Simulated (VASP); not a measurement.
Set up this calculation in VASP 6.6.1, as the native input.

| Property | Result |
| --- | --- |
| Task | relaxation of cell and atoms |
| Functional | PBE |
| Potentials or basis | VASP PAW PBE potentials, release 64 (Nb_sv, W_sv, Se) |
| Cutoff | 600 eV |
| k mesh | 4 × 4 × 1 |
| Occupations | gaussian, width 0.15 eV |
| Spin | no spin polarisation |
| Dipole correction | no |
| Further INCAR settings | ALGO = Normal; EDIFF = 1e-06; IBRION = 2; EDIFFG = -0.08; NSW = 36; ISIF = 3 |

The structure of Nb2WSe5 lies in POSCAR:

```
Nb2WSe5
1.0
    3.4500000000      0.0000000000      0.0000000000
   -1.7250000000      2.9877876400      0.0000000000
    0.0000000000      0.0000000000     16.8000000000
Nb W Se
2 1 5
Direct
    0.0000000000      0.0000000000      0.6000000000
    0.6666666700      0.3333333300      0.4000000000
    0.0000000000      0.0000000000      0.0000000000
    0.3333333300      0.6666666700      0.9000000000
    0.3333333300      0.6666666700      0.1000000000
    0.3333333300      0.6666666700      0.5000000000
    0.6666666700      0.3333333300      0.7000000000
    0.0000000000      0.0000000000      0.3000000000
```

The input as run:

INCAR

```
  PREC = Accurate
  ENCUT = 600
  EDIFF = 1E-6
  ISMEAR = 0
  SIGMA = 0.15
  LREAL = False
  LASPH = True
  NELM = 60
  ALGO = Normal
  ISIF = 3
  LWAVE = False
  LCHARG = False
  GGA = PE
  IBRION = 2
  NSW = 36
  EDIFFG = -0.08
```

KPOINTS

```
Automatic mesh
0
Gamma
  4 4 1
```

Potentials or basis: VASP PAW PBE potentials, release 64 (Nb_sv, W_sv, Se).

Run with:

```sh
$ cat potpaw_PBE.64/Nb_sv/POTCAR potpaw_PBE.64/W_sv/POTCAR potpaw_PBE.64/Se/POTCAR > POTCAR
$ mpirun -np 1 vasp_std > vasp.out
```

It gave:

```yaml
Relaxed_volume: 21.99 Å³/atom
Relaxed_cell: a = 3.343 Å, b = 3.343 Å, c = 18.175 Å, α = 90.00°, β = 90.00°, γ = 120.00°
Space_group_after_relaxing_to_0.1_Å: P3m1 (No. 156)
Energy_gained_by_relaxing: 53.9 meV/atom
Ionic_steps: 12
Pressure_after_relaxing: 0.0 GPa
Largest_force_after_relaxing: 0.072 eV/Å
Band_gap_on_the_k_mesh: zero (bands 35 and 36 overlap by 0.10 eV)
```

Caveat: the k points lie up to 0.54 Å⁻¹ apart in the final cell; spin-orbit coupling is left out, which moves the levels of the heavy elements; this functional lacks dispersion, which binds layers or chains, so the pressure and a relaxed spacing across them are unreliable; the relaxation stopped at a loose force limit of 0.08 eV/Å, so its end isn't a converged minimum.

It took 4.7 min on 1 thread of Intel(R) Xeon(R) 6975P-C (Granite Rapids), on a shared host, peak memory 0.35 GiB.
